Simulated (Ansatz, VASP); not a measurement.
## Si2Bi2S: VASP beside Ansatz

The input INCAR:

```
SYSTEM = Si2Bi2S
PREC = Accurate ; ENCUT = 600
EDIFF = 1E-6 ; ISMEAR = 0
SIGMA = 0.1 ; LREAL = .False.
LASPH = .True. ; NELM = 100
ALGO = Normal ; ISIF = 3
LWAVE = .False. ; LCHARG = .False.
GGA = PE ; IBRION = 2
NSW = 90 ; EDIFFG = -0.04
```

File KPOINTS:

```
regular mesh
0
Gamma
  6 6 4
  0 0 0
```

File POSCAR:

```
Si2Bi2S
1.0
    4.2168138800      0.0000000000      0.0000000000
   -2.1084069400      3.6518679400      0.0000000000
    0.0000000000      0.0000000000      7.3637217800
Si Bi S
2 2 1
Direct
    0.0000000000      0.0000000000      0.8584766100
    0.0000000000      0.0000000000      0.1415233900
    0.3333333300      0.6666666700      0.0000000000
    0.0000000000      0.0000000000      0.5000000000
    0.6666666700      0.3333333300      0.0000000000
```

Input for Ansatz:

```yaml
crystal:
  lattice:
    - [4.21681388, 0.0, 0.0]
    - [-2.10840694, 3.65186794, 0.0]
    - [0.0, 0.0, 7.36372178]
  atoms:
    - { symbol: Si, position: [0.0, 0.0, 0.85847661] }
    - { symbol: Si, position: [0.0, 0.0, 0.14152339] }
    - { symbol: Bi, position: [0.33333333, 0.66666667, 0.0] }
    - { symbol: Bi, position: [0.0, 0.0, 0.5] }
    - { symbol: S, position: [0.66666667, 0.33333333, 0.0] }
basis:
  ecutwfc: 420
kpoints:
  mp_grid: { grid: [6, 6, 4] }
hamiltonian:
  xc: pbe
scf:
  occupations: { method: gaussian, width: 0.1 }
  lower_state_search: "off"
output:
  forces: true
  stress: true
  eigenvalues: true
relax:
  adjacent_minimum: "off"
  f_tol: 0.04
  max_steps: 70
  cell: { stress_tol: 0.4 }
```

Alike in both runs: task relaxation of cell and atoms; functional PBE; k mesh 6 × 6 × 4; occupations gaussian, width 0.1 eV; no spin polarisation.

```csv
,VASP,Ansatz
version,VASP 6.6.1,Ansatz 0.2.0
potentials or method,"VASP PAW PBE potentials, release 64 (Si, Bi_d, S), cutoff 600 eV","scalar-relativistic, plane waves, PAW"
valence electrons in the cell,44,44
```

```csv
,VASP,Ansatz,Ansatz less VASP
"gap on the k mesh at the Fermi level, each at its own relaxed structure (eV)",none,none,-
relaxed volume (Å³/atom),33.34,33.10,-0.249
relaxed length of the cell vector where the two differ most in proportion (Å),4.947,4.929,-0.0186
```

A gap of «none» marks a metal or a gap that the smearing closes.

Neither program's run includes spin-orbit coupling. Noted on VASP's run: the volume moved by over 15 % at a fixed basis, so the end points are rough.
